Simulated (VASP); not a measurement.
Hf:

```
CELL_PARAMETERS angstrom
0.00000 2.22000 2.22000
2.22000 0.00000 2.22000
2.22000 2.22000 0.00000
ATOMIC_POSITIONS crystal
Hf 0.00000 0.00000 0.00000
```

Base run:

| Property | Result |
| --- | --- |
| Program | VASP 6.6.1 |
| Functional | PBE |
| Potentials or basis | VASP PAW PBE potentials, release 64 (Hf_pv) |
| Cutoff | 520 eV |
| k mesh | 14 × 14 × 14 |
| Occupations | gaussian, width 0.05 eV |
| Spin | no spin polarisation |

Its results: band gap on the k mesh zero (band 5 reaches 6.31 eV, above the bottom of band 6 at 4.23 eV); pressure 2.8 GPa.

**Question.** The run is repeated on the same cell with these changes: functional from PBE to PBEsol; cutoff from 520 eV to 500 eV. What comes out?

**Answer.** Band gap on the k mesh zero (band 5 reaches 6.13 eV, above the bottom of band 6 at 4.07 eV); pressure -1.9 GPa.

PBEsol binds more tightly than PBE, so the same cell stands under less pressure.

Caveats: spin-orbit coupling is left out, which moves the levels of the heavy elements; the PAW data sets were made with another functional, which shifts forces and pressure a little (some runs).
